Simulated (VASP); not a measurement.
Write the native input for VASP 6.6.1 that does the following.

| Item | Value |
| --- | --- |
| Task | single point |
| Functional | PBEsol |
| Potentials or basis | VASP PAW PBE potentials, release 64 (C) |
| Cutoff | 520 eV |
| k mesh | 19 × 5 × 1 |
| Occupations | fermi-dirac, width 0.05 eV |
| Spin | no spin polarisation |
| Dipole correction | yes |
| k mesh for the DOS | 29 × 8 × 1 |
| Occupations for the DOS | tetrahedron |
| Further INCAR settings | ALGO = Normal; EDIFF = 1e-06; NBANDS = 16 |

System: C, a slab with vacuum.

```xyz
4
Lattice="1.7063 0.0000 0.0000 0.0000 6.3118 0.0000 0.0000 0.0000 17.9702" Properties=species:S:1:pos:R:3 pbc="T T T"
C     0.0000    4.7338    8.0000
C     0.8531    1.5779    8.4925
C     0.8531    4.7338    9.4777
C     0.0000    1.5779    9.9702
```

These files were run (other wordings do the same):

POSCAR

```
C
1.0
    1.7062526236      0.0000000000      0.0000000000
    0.0000000000      6.3117731547      0.0000000000
    0.0000000000      0.0000000000     17.9702000000
C
4
Direct
    0.0000000000      0.7500000000      0.4451811658
    0.5000000000      0.2500000000      0.4725905831
    0.5000000000      0.7500000000      0.5274094169
    0.0000000000      0.2500000000      0.5548188342
```

INCAR.step1

```
SYSTEM = C
  ALGO = Normal
  DIPOL = 0.5 0.5 0.500
  EDIFF = 1E-6
  ENCUT = 520
  GGA = PS
  IDIPOL = 3
  ISIF = 2
  ISMEAR = -1
  LASPH = .True.
  LCHARG = .True.
  LDIPOL = .True.
  LREAL = .False.
  LWAVE = .False.
  NBANDS = 16
  NELM = 100
  PREC = Accurate
  SIGMA = 0.05
```

KPOINTS.step1

```
k-points
0
Gamma
  19 5 1
  0 0 0
```

INCAR.step2

```
SYSTEM = C
  ALGO = Normal
  DIPOL = 0.5 0.5 0.500
  EDIFF = 1E-6
  ENCUT = 520
  GGA = PS
  ICHARG = 11
  IDIPOL = 3
  ISIF = 2
  ISMEAR = -5
  LASPH = .True.
  LCHARG = .False.
  LDIPOL = .True.
  LORBIT = 11
  LREAL = .False.
  LWAVE = .False.
  NBANDS = 16
  NEDOS = 2001
  NELM = 100
  PREC = Accurate
  SIGMA = 0.05
```

KPOINTS.step2

```
k-points
0
Gamma
  29 8 1
  0 0 0
```

Potentials or basis: VASP PAW PBE potentials, release 64 (C).

The run is started by

```console
$ cat potpaw_PBE.64/C/POTCAR > POTCAR
$ cp INCAR.step1 INCAR
$ cp KPOINTS.step1 KPOINTS
$ mpirun -np 1 vasp_std > vasp.out
$ cp INCAR.step2 INCAR
$ cp KPOINTS.step2 KPOINTS
$ mpirun -np 1 vasp_std > vasp.out
```

Results of the run:

```
Valence electrons inside the program's atomic spheres : C 2.18, 2.19 (each value once)
```

It took 5.6 min on 1 thread of Intel Xeon 8259CL, with other jobs on the host, peak memory 0.37 GiB.
